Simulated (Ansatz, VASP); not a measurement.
WC in VASP and in Ansatz

Contents of INCAR:

```
ALGO = Normal ; EDIFF = 1E-8
ENCUT = 520 ; GGA = PE
ISIF = 2 ; ISMEAR = -1
LASPH = T ; LCHARG = F
LEFG = T ; LREAL = F
LWAVE = F ; NBANDS = 16
NELM = 100 ; PREC = Accurate
SIGMA = 0.05
```

KPOINTS

```
k-points
0
Gamma
  13 13 12
```

Contents of POSCAR:

```
WC
1.0
    2.8417946007      0.0000000000      0.0000000000
   -1.4208973004      2.4610663166      0.0000000000
    0.0000000000      0.0000000000      2.7717403707
W C
1 1
Direct
    0.0000000000      0.0000000000      0.0000000000
    0.6666666667      0.3333333333      0.5000000000
```

Input for Ansatz:

```yaml
crystal:
  lattice:
    - [2.8417946007, 0.0, 0.0]
    - [-1.4208973004, 2.4610663166, 0.0]
    - [0.0, 0.0, 2.7717403707]
  atoms:
    - { symbol: W, position: [0.0, 0.0, 0.0] }
    - { symbol: C, position: [0.6666666667, 0.3333333333, 0.5] }
kpoints:
  mp_grid: { grid: [13, 13, 12] }
scf:
  occupations: { method: fermi_dirac, width: 0.05 }
hamiltonian:
  xc: pbe
  pseudopotentials: { kind: paw }
output:
  forces: true
  stress: true
  eigenvalues: true
  efg: { contact_densities: true }
```

Change from the starting cell: volume scaled by 0.9405, PAW files.

Alike in both runs: task electric field gradients; functional PBE; k mesh 13 × 13 × 12; occupations fermi-dirac, width 0.05 eV; no spin polarisation.

```csv
,VASP,Ansatz
version,VASP 6.6.1,Ansatz 0.2.0
potentials or method,"VASP PAW PBE potentials, release 64 (W_sv, C)","PAW with Ansatz's default frozen-core files, scalar-relativistic"
plane-wave cutoff (eV),520,420
valence electrons in the cell,18,18
```

|  | VASP | Ansatz | Ansatz less VASP |
| --- | --- | --- | --- |
| pressure (GPa) | 39.3 | 37.7 | -1.57 |
| traceless stress, the component that is largest in VASP (GPa) | 3.18 | 2.91 | -0.264 |
| size of Vzz on the site where it differs most (V/Å²) | 170.8 | 166.7 | -4.04 |

Both programs put the cell under a high pressure, so it lies far from rest at this level. With one functional, cell and mesh, what is left measures potentials, basis and numerics.

Neither program's run includes spin-orbit coupling.
